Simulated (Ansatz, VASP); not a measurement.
## SnSe2 in VASP and in Ansatz

```
CELL_PARAMETERS angstrom
3.81100 0.00000 0.00000
-1.90550 3.30042 0.00000
0.00000 0.00000 6.13700
ATOMIC_POSITIONS crystal
Sn 0.00000 0.00000 0.00000
Se 0.42113 0.73094 0.20112
Se 0.66667 0.33333 0.75000
```

Alike in both runs: task single point; functional PBEsol; k mesh 6 × 6 × 4; occupations gaussian, width 0.05 eV; no spin polarisation.

```csv
,VASP,Ansatz
version,VASP 6.6.1,Ansatz 0.2.0
potentials or method,"VASP PAW PBE potentials, release 64 (Sn_d, Se), cutoff 520 eV","scalar-relativistic, plane waves, PAW"
valence electrons in the cell,26,46
```

```tsv
	VASP	Ansatz	Ansatz less VASP
gap on the k mesh at the Fermi level (eV)	0.63	0.64	+0.005
least direct gap on the mesh (eV)	0.77	0.78	+0.007
pressure (GPa)	12.3	12.2	-0.14
traceless stress, the component that is largest in VASP (GPa)	-7.26	-7.29	-0.027
rms of the force components (eV/Å)	2.538	2.534	-0.0038
```

VASP's potentials were made for PBE, not for PBEsol. Atom by atom the forces differ by 0.011 eV/Å (rms over components). VASP's potentials hold 26 valence electrons a cell and Ansatz's 46, so a difference there can come from the potentials and not from the codes.
